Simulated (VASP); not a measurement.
## P: electric field gradients with LDA

P:

```
P
1.0
     1.64774   -5.46504    0.00000
     1.64774    5.46504    0.00000
     0.00000    0.00000    4.54364
P
4
Direct
  0.40414 0.59586 0.91118
  0.59586 0.40414 0.08882
  0.09586 0.90414 0.41118
  0.90414 0.09586 0.58882
```

- Program: VASP 6.6.1
- Task: electric field gradients
- Functional: LDA
- Potentials or basis: VASP PAW LDA potentials, release 64 (P)
- Cutoff: 520 eV
- k mesh: 13 × 13 × 9
- Occupations: fermi-dirac, width 0.03 eV
- Spin: no spin polarisation
- Dipole correction: no
- Further INCAR settings: ALGO = Normal; EDIFF = 1e-08; NBANDS = 18

* Pressure: -2.4 GPa
* Largest force: 0.156 eV/Å
* Band gap on the k mesh: 0.05 eV
* Largest electric field gradient by atom: P -75.8 V/Å²

Forces in eV/Å, atoms in the order of the input:
```
P    0.000  0.040  0.150
P    0.000 -0.040 -0.150
P    0.000 -0.040  0.150
P    0.000  0.040 -0.150
```

Stress tensor (GPa, compression positive):
```
-3.07  0.00  0.00
 0.00 -1.77  0.00
 0.00  0.00 -2.27
```

Levels at points of the mesh, in eV from the valence-band top:
| k point | band 7 | band 8 | band 9 | band 10 | band 11 | band 12 | band 13 | band 14 |
| --- | --- | --- | --- | --- | --- | --- | --- | --- |
| (0.00, 0.00, 0.00) | -4.08 | -2.85 | -2.59 | -1.24 | 0.49 | 0.93 | 1.81 | 2.77 |

Electric field gradients, principal values (V/Å²):
| atom | least | middle | greatest (by size) |
| --- | --- | --- | --- |
| 1 P | 35.677 | 40.150 | -75.827 |
| 2 P | 35.677 | 40.150 | -75.827 |
| 3 P | 35.677 | 40.150 | -75.827 |
| 4 P | 35.677 | 40.150 | -75.827 |

Wall time 4.7 min on 1 thread of AMD EPYC 7R13 Processor (Zen 3), on a shared host, peak memory 0.34 GiB.

Caveat: without QUAD_EFG the Cq values of the log hold for a quadrupole moment of 1 mb, not for the nuclei. A k mesh can miss the band edges.
